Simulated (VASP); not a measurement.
Write the native input for VASP 6.6.1 that does the following.

```yaml
Task: single point
Functional: b88 exchange, pbe correlation
Potentials_or_basis: VASP PAW PBE potentials, release 64 (Sb, Ga_d)
Cutoff: 500 eV
k_mesh: 8 × 8 × 8
Occupations: fermi-dirac, width 0.05 eV
Spin: no spin polarisation
Dipole_correction: no
Further_INCAR_settings: ALGO = Normal; EDIFF = 1e-06; NBANDS = 16
```

The structure of GaSb lies in POSCAR:

```
GaSb
1.0
    0.0000000000      3.0384691801      3.0384691801
    3.0384691801      0.0000000000      3.0384691801
    3.0384691801      3.0384691801      0.0000000000
Sb Ga
1 1
Direct
    0.7500000000      0.7500000000      0.7500000000
    0.0000000000      0.0000000000      0.0000000000
```

One way to write it, as run:

INCAR

```
PREC = Accurate
ENCUT = 500
EDIFF = 1E-6
ISMEAR = -1
SIGMA = 0.05
LREAL = False
LASPH = True
NELM = 120
ALGO = Normal
ISIF = 2
LWAVE = False
LCHARG = False
GGA = LIBXC
LIBXC1 = GGA_X_B88
LIBXC2 = GGA_C_PBE
NBANDS = 16
GGA_COMPAT = False
```

KPOINTS

```
Automatic mesh
0
Gamma
  8 8 8
```

Potentials or basis: VASP PAW PBE potentials, release 64 (Sb, Ga_d).

The run is started by

```console
$ cat potpaw_PBE.64/Sb/POTCAR potpaw_PBE.64/Ga_d/POTCAR > POTCAR
$ mpirun -np 1 vasp_std > vasp.out
```

It gave:

```yaml
Pressure: 3.4 GPa
Band_gap_on_the_k_mesh: 0.16 eV
```

Caveat: the cell stands under pressure; the PAW data sets were made with another functional, which shifts forces and pressure a little; spin-orbit coupling is left out, which moves the levels of the heavy elements.

Run time: 16 s on 1 thread of Intel(R) Xeon(R) Platinum 8488C (Sapphire Rapids), with other jobs on the host, peak memory 0.18 GiB.
